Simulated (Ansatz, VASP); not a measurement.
## One calculation of Si, two programs

Contents of INCAR:

```
ALGO = Normal
EDIFF = 1E-6
ENCUT = 520
GGA = CA
ISIF = 2
ISMEAR = -1
LASPH = True
LCHARG = False
LREAL = False
LWAVE = False
NBANDS = 11
NELM = 80
PREC = Accurate
SIGMA = 0.15
```

File KPOINTS:

```
k-points
0
Gamma
  8 8 8
```

POSCAR

```
Si
1.0
    0.0000000000      2.7398772164      2.7398772164
    2.7398772164      0.0000000000      2.7398772164
    2.7398772164      2.7398772164      0.0000000000
Si
2
Direct
    0.5000000000      0.5000000000      0.5000000000
    0.7500000000      0.7500000000      0.7500000000
```

Contents of input.yaml:

```yaml
crystal:
  lattice:
    - [0.0, 2.7398772164, 2.7398772164]
    - [2.7398772164, 0.0, 2.7398772164]
    - [2.7398772164, 2.7398772164, 0.0]
  atoms:
    - { symbol: Si, position: [0.5, 0.5, 0.5] }
    - { symbol: Si, position: [0.75, 0.75, 0.75] }
kpoints:
  mp_grid: { grid: [8, 8, 8] }
scf:
  occupations: { method: fermi_dirac, width: 0.15 }
hamiltonian:
  xc: lda
  pseudopotentials:
    kind: all_electron
    lapw: { basis_error: 0.0005 }
    nuclear_model: point
output:
  forces: true
  stress: true
  eigenvalues: true
```

Change from the starting cell: volume scaled by 1.02.

Alike in both runs: task single point; functional LDA; k mesh 8 × 8 × 8; occupations fermi-dirac, width 0.15 eV; no spin polarisation.

```csv
,VASP,Ansatz
version,VASP 6.6.1,Ansatz 0.2.0
potentials or method,"VASP PAW LDA potentials, release 64 (Si), cutoff 520 eV","all-electron LAPW, point nuclei"
```

```csv
,VASP,Ansatz,Ansatz less VASP
gap on the k mesh at the Fermi level (eV),0.56,0.56,+0.003
least direct gap on the mesh (eV),2.50,2.50,-0.008
pressure (GPa),-3.8,-3.8,-0.07
```

LDA's correlation is that of Perdew and Zunger in VASP and of Perdew and Wang (1992) in Ansatz. Ansatz ran all-electron here, and VASP with PAW potentials.
